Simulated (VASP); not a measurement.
Write the native input for VASP 6.6.1 that does the following.

```
Task                   : single point
Functional             : PBE
Potentials or basis    : VASP PAW PBE potentials, release 64 (Al, N)
Cutoff                 : 520 eV
k mesh                 : 9 × 9 × 1
Occupations            : gaussian, width 0.1 eV
Spin                   : no spin polarisation
Dipole correction      : yes
Further INCAR settings : ALGO = Normal; EDIFF = 1e-06; NBANDS = 15
```

The structure of Al3N lies in POSCAR:

```
Al3N
1.0
    2.8567582919      0.0000000000      0.0000000000
   -1.4283791460      2.4740252533      0.0000000000
    0.0000000000      0.0000000000     20.1013781961
Al N
3 1
Direct
    0.6666666666      0.3333333333      0.1989913309
    0.3333333334      0.6666666667      0.3134471576
    0.0000000000      0.0000000000      0.4278999237
    0.1666666667      0.3333333333      0.5057793696
```

The input as run:

INCAR

```
SYSTEM = Al3N
PREC = Accurate ; ENCUT = 520
EDIFF = 1E-6 ; ISMEAR = 0
SIGMA = 0.1 ; LREAL = .False.
LASPH = .True. ; NELM = 60
ALGO = Normal ; ISIF = 2
LWAVE = .False. ; LCHARG = .False.
LDIPOL = .True. ; IDIPOL = 3
DIPOL = 0.5 0.5 0.362 ; GGA = PE
NBANDS = 15
```

KPOINTS

```
Automatic mesh
0
Gamma
  9 9 1
  0 0 0
```

Potentials or basis: VASP PAW PBE potentials, release 64 (Al, N).

Command:

```sh
$ cat potpaw_PBE.64/Al/POTCAR potpaw_PBE.64/N/POTCAR > POTCAR
$ mpirun -np 1 vasp_std > vasp.out
```

Results of the run:

```yaml
Largest_force: 1.805 eV/Å
Band_gap_on_the_k_mesh: zero (band 7 reaches 0.23 eV, above the bottom of band 8 at -1.51 eV)
```

It took 72 s on 1 thread of Intel(R) Xeon(R) Platinum 8488C (Sapphire Rapids) (shared host), peak memory 0.27 GiB.
